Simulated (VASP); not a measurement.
Set up this calculation in VASP 6.6.1, as the native input.

| Property | Result |
| --- | --- |
| Task | single point |
| Functional | r2SCAN |
| Potentials or basis | VASP PAW PBE potentials, release 64 (Al, N) |
| Cutoff | 520 eV |
| k mesh | 8 × 8 × 3 |
| Occupations | gaussian, width 0.05 eV |
| Spin | no spin polarisation |
| Dipole correction | no |
| Further INCAR settings | ALGO = Normal; EDIFF = 1e-07; NBANDS = 26 |

The system is AlN.

```
Al N
1.0
    -3.10667    0.00000    0.00000
    -1.55333   -2.69045    0.00000
    -0.31067    0.00000    9.95681
Al N
4 4
Direct
  0.24287 0.33333 0.90460
  0.29287 0.33333 0.40460
  0.65121 0.66667 0.15460
  0.60121 0.66667 0.65460
  0.32379 0.33333 0.09540
  0.27379 0.33333 0.59540
  0.63213 0.66667 0.34540
  0.58213 0.66667 0.84540
```

These files were run (other wordings do the same):

POSCAR

```
AlN
1.0
   -3.1066653375      0.0000000000      0.0000000000
   -1.5533326688     -2.6904511034      0.0000000000
   -0.3106665338      0.0000000000      9.9568096770
Al N
4 4
Direct
    0.2428736882      0.3333333333      0.9045964511
    0.2928736882      0.3333333333      0.4045964511
    0.6512070216      0.6666666667      0.1545964511
    0.6012070216      0.6666666667      0.6545964511
    0.3237929784      0.3333333333      0.0954035489
    0.2737929784      0.3333333333      0.5954035489
    0.6321263118      0.6666666667      0.3454035489
    0.5821263118      0.6666666667      0.8454035489
```

INCAR.step1

```
ALGO     = Normal         # electronic algorithm
EDIFF    = 1E-4           # SCF threshold, eV
ENCUT    = 520            # plane-wave cutoff, eV
GGA      = PE             # functional
ISMEAR   = 0              # smearing method
LASPH    = T              # aspherical terms in the spheres
LCHARG   = F              # write CHGCAR
LREAL    = F              # projectors in reciprocal space
LWAVE    = T              # write WAVECAR
NBANDS   = 26             # bands
NELM     = 60             # most SCF steps
PREC     = Accurate       # precision mode
SIGMA    = 0.05           # smearing width, eV
```

INCAR.step2

```
ALGO     = Normal         # electronic algorithm
EDIFF    = 1E-7           # SCF threshold, eV
ENCUT    = 520            # plane-wave cutoff, eV
ISIF     = 2              # what is computed and relaxed
ISMEAR   = 0              # smearing method
ISTART   = 1            
LASPH    = T              # aspherical terms in the spheres
LCHARG   = F              # write CHGCAR
LMIXTAU  = T            
LREAL    = F              # projectors in reciprocal space
LWAVE    = F              # write WAVECAR
METAGGA  = R2SCAN         # meta-GGA
NBANDS   = 26             # bands
NELM     = 60             # most SCF steps
PREC     = Accurate       # precision mode
SIGMA    = 0.05           # smearing width, eV
```

KPOINTS

```
k-points
0
Gamma
  8 8 3
```

Potentials or basis: VASP PAW PBE potentials, release 64 (Al, N).

Launch:

```console
$ cat potpaw_PBE.64/Al/POTCAR potpaw_PBE.64/N/POTCAR > POTCAR
$ cp INCAR.step1 INCAR
$ mpirun -np 1 vasp_std > vasp.out
$ cp INCAR.step2 INCAR
$ mpirun -np 1 vasp_std > vasp.out
```

Results of the run:

```yaml
Pressure: -0.6 GPa
Largest_force: 0.652 eV/Å
Band_gap_on_the_k_mesh: 4.78 eV, direct
```

Caveat: the PAW data sets were made with another functional, which shifts forces and pressure a little.

Run time: 13 min on 1 thread of AMD EPYC 9R45 (Zen 5), with other jobs on the host, peak memory 0.27 GiB.
